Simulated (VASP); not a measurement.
Set up this calculation in VASP 6.6.1, as the native input.

* Task: single point
* Functional: r2SCAN
* Potentials or basis: VASP PAW PBE potentials, release 64 (Fe)
* Cutoff: 520 eV
* k mesh: 15 × 15 × 15
* Occupations: gaussian, width 1 eV
* Spin: collinear spin, ferromagnetic start
* Starting moments: [2.804] μB
* Dipole correction: no
* Further INCAR settings: ALGO = Normal; EDIFF = 1e-07; NBANDS = 14

Fe:

```
Fe
1.0
    -1.43455    1.43455    1.43455
     1.43455   -1.43455    1.43455
     1.43455    1.43455   -1.43455
Fe
1
Direct
  0.00000 0.00000 0.00000
```

These files were run (other wordings do the same):

POSCAR

```
Fe
1.0
   -1.4345540696      1.4345540696      1.4345540696
    1.4345540696     -1.4345540696      1.4345540696
    1.4345540696      1.4345540696     -1.4345540696
Fe
1
Direct
    0.0000000000      0.0000000000      0.0000000000
```

INCAR.step1

```
SYSTEM = Fe
ALGO     = Normal         ! electronic algorithm
EDIFF    = 1E-4           ! SCF threshold, eV
ENCUT    = 520            ! plane-wave cutoff, eV
GGA      = PE             ! functional
ISMEAR   = 0              ! smearing method
ISPIN    = 2              ! spin polarisation
LASPH    = .TRUE.         ! aspherical terms in the spheres
LCHARG   = .FALSE.        ! write CHGCAR
LMAXMIX  = 4              ! l up to which the mixer works
LREAL    = .FALSE.        ! projectors in reciprocal space
LWAVE    = .TRUE.         ! write WAVECAR
MAGMOM   = 2.804          ! initial moments
NBANDS   = 14             ! bands
NELM     = 150            ! most SCF steps
PREC     = Accurate       ! precision mode
SIGMA    = 1.0            ! smearing width, eV
```

INCAR.step2

```
SYSTEM = Fe
ALGO     = Normal         ! electronic algorithm
EDIFF    = 1E-7           ! SCF threshold, eV
ENCUT    = 520            ! plane-wave cutoff, eV
ISIF     = 2              ! what is computed and relaxed
ISMEAR   = 0              ! smearing method
ISPIN    = 2              ! spin polarisation
ISTART   = 1            
LASPH    = .TRUE.         ! aspherical terms in the spheres
LCHARG   = .TRUE.         ! write CHGCAR
LELF     = .TRUE.         ! ELF
LMAXMIX  = 4              ! l up to which the mixer works
LMIXTAU  = .TRUE.       
LORBIT   = 11             ! projections on sites
LREAL    = .FALSE.        ! projectors in reciprocal space
LVHAR    = .TRUE.       
LWAVE    = .FALSE.        ! write WAVECAR
MAGMOM   = 2.804          ! initial moments
METAGGA  = R2SCAN         ! meta-GGA
NBANDS   = 14             ! bands
NELM     = 150            ! most SCF steps
PREC     = Accurate       ! precision mode
SIGMA    = 1.0            ! smearing width, eV
```

KPOINTS

```
k-points
0
G
  15 15 15
  0 0 0
```

Potentials or basis: VASP PAW PBE potentials, release 64 (Fe).

Launch:

```sh
$ cat potpaw_PBE.64/Fe/POTCAR > POTCAR
$ cp INCAR.step1 INCAR
$ mpirun -np 1 vasp_std > vasp.out
$ cp INCAR.step2 INCAR
$ mpirun -np 1 vasp_std > vasp.out
```

It gave:

```json
{"Pressure": "0.9 GPa", "Net moment": "2.64 μB per cell", "Site moments": "Fe +2.69 μB", "Valence electrons inside the program's atomic spheres": "Fe 7.20"}
```

Caveat: the PAW data sets were made with another functional, which shifts forces and pressure a little.

Run time: 2.5 min on 1 thread of Intel(R) Xeon(R) Platinum 8259CL CPU @ 2.50GHz (Skylake/Cascade Lake) (shared host), peak memory 0.15 GiB.
